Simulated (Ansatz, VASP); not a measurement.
Two plane-wave programs on HCl

Contents of POSCAR:

```
HCl
1.0
    0.0000000000      2.6750000000      2.8550000000
    2.5150000000      0.0000000000      2.8550000000
    2.5150000000      2.6750000000      0.0000000000
H Cl
1 1
Direct
    0.0000000000      0.0000000000      0.0000000000
    0.5000000000      0.5000000000      0.5000000000
```

INCAR.step1

```
SYSTEM = HCl
  PREC = Accurate
  ENCUT = 520
  ISMEAR = 0
  SIGMA = 0.1
  LREAL = .FALSE.
  LASPH = .TRUE.
  NELM = 60
  NBANDS = 11
  GGA = PE
  ALGO = Normal
  EDIFF = 1E-4
  LWAVE = .TRUE.
  LCHARG = .FALSE.
```

The input INCAR.step2:

```
SYSTEM = HCl
  PREC = Accurate
  ENCUT = 520
  EDIFF = 1E-7
  ISMEAR = 0
  SIGMA = 0.1
  LREAL = .FALSE.
  LASPH = .TRUE.
  NELM = 60
  ALGO = Normal
  ISIF = 2
  LWAVE = .FALSE.
  LCHARG = .FALSE.
  METAGGA = R2SCAN
  LMIXTAU = .TRUE.
  NBANDS = 11
  ISTART = 1
```

The input KPOINTS:

```
regular mesh
0
G
  6 6 6
  0 0 0
```

Input for Ansatz:

```yaml
crystal:
  lattice:
    - [0.0, 2.675, 2.855]
    - [2.515, 0.0, 2.855]
    - [2.515, 2.675, 0.0]
  atoms:
    - { symbol: H, position: [0.0, 0.0, 0.0] }
    - { symbol: Cl, position: [0.5, 0.5, 0.5] }
basis:
  ecutwfc: 500
kpoints:
  mp_grid: { grid: [6, 6, 6] }
hamiltonian:
  xc: r2scan
scf:
  occupations: { method: gaussian, width: 0.1 }
output:
  forces: true
  stress: true
  eigenvalues: true
```

Alike in both runs: task single point; functional r2SCAN; k mesh 6 × 6 × 6; occupations gaussian, width 0.1 eV; no spin polarisation.

|  | VASP | Ansatz |
| --- | --- | --- |
| version | VASP 6.6.1 | Ansatz 0.2.0 |
| potentials or method | VASP PAW PBE potentials, release 64 (H, Cl), cutoff 520 eV | scalar-relativistic, plane waves, PAW |
| valence electrons in the cell | 8 | 8 |

VASP gave:

- gap on the k mesh at the Fermi level (eV): none
- pressure (GPa): -10.5
- traceless stress, the component that is largest in VASP (GPa): -5.89

Estimate Ansatz's values.

gap on the k mesh at the Fermi level (eV): none; pressure (GPa): -10.4; traceless stress, the component that is largest in VASP (GPa): -5.88.

VASP's potentials were made for PBE, not for r2SCAN. A gap of «none» marks a metal or a gap that the smearing closes.
